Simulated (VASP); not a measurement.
Wanted: the native input for a VASP 6.6.1 run.

```yaml
Task: single point
Functional: PBEsol
Potentials_or_basis: VASP PAW PBE potentials, release 64 (Sb)
Cutoff: 520 eV
k_mesh: 12 × 12 × 12
Occupations: fermi-dirac, width 0.05 eV
Spin: no spin polarisation
Dipole_correction: no
Further_INCAR_settings: ALGO = Normal; EDIFF = 1e-06; NBANDS = 8
```

The structure of Sb lies in POSCAR:

```
Sb
1.0
   -1.5760109743      1.5760109743      2.5764584801
    1.5760109743     -1.5760109743      2.5764584801
    1.5760109743      1.5760109743     -2.5764584801
Sb
1
Direct
    0.0000000000      0.0000000000      0.0000000000
```

The input as run:

INCAR

```
SYSTEM = Sb
  PREC = Accurate
  ENCUT = 520
  EDIFF = 1E-6
  ISMEAR = -1
  SIGMA = 0.05
  LREAL = .FALSE.
  LASPH = .TRUE.
  NELM = 60
  ALGO = Normal
  ISIF = 2
  LWAVE = .FALSE.
  LCHARG = .TRUE.
  GGA = PS
  LELF = .TRUE.
  LVHAR = .TRUE.
  NBANDS = 8
```

KPOINTS

```
Automatic mesh
0
G
  12 12 12
  0 0 0
```

Potentials or basis: VASP PAW PBE potentials, release 64 (Sb).

Command:

```console
$ cat potpaw_PBE.64/Sb/POTCAR > POTCAR
$ mpirun -np 1 vasp_std > vasp.out
```

Results of the run:

- Pressure: 2.0 GPa

Caveat: the PAW data sets were made with another functional, which shifts forces and pressure a little.

Wall time 30 s on 1 thread of Intel(R) Xeon(R) Platinum 8375C CPU @ 2.90GHz (Ice Lake), on a shared host, peak memory 0.18 GiB.
